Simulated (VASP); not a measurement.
Ta: single point with r2SCAN+rVV10

The system is Ta.

```
Ta
1.0
    -1.66222    1.66222    1.66222
     1.66222   -1.66222    1.66222
     1.66222    1.66222   -1.66222
Ta
1
Direct
  0.00000 0.00000 0.00000
```

| Quantity | Value |
| --- | --- |
| Program | VASP 6.6.1 |
| Task | single point |
| Functional | r2SCAN |
| Dispersion | rVV10 |
| Potentials or basis | VASP PAW PBE potentials, release 64 (Ta_pv) |
| Cutoff | 520 eV |
| k mesh | 11 × 11 × 11 |
| Occupations | methfessel-paxton, width 0.05 eV |
| Spin | no spin polarisation |
| Dipole correction | no |
| Further INCAR settings | ALGO = Normal; EDIFF = 1e-06; NBANDS = 12 |

- Pressure: -4.2 GPa

Levels at points of the mesh, in eV from the Fermi level:
| k point | band 2 | band 3 | band 4 | band 5 | band 6 | band 7 | band 8 | band 9 |
| --- | --- | --- | --- | --- | --- | --- | --- | --- |
| (0.00, 0.00, 0.00) | -34.25 | -34.25 | -8.23 | 0.89 | 0.89 | 0.89 | 4.30 | 4.30 |

Wall time 50 s on 1 thread of Intel(R) Xeon(R) Platinum 8488C (Sapphire Rapids), on a shared host, peak memory 0.22 GiB.

Caveat: the PAW data sets were made with another functional, which shifts forces and pressure a little; spin-orbit coupling is left out, which moves the levels of the heavy elements.
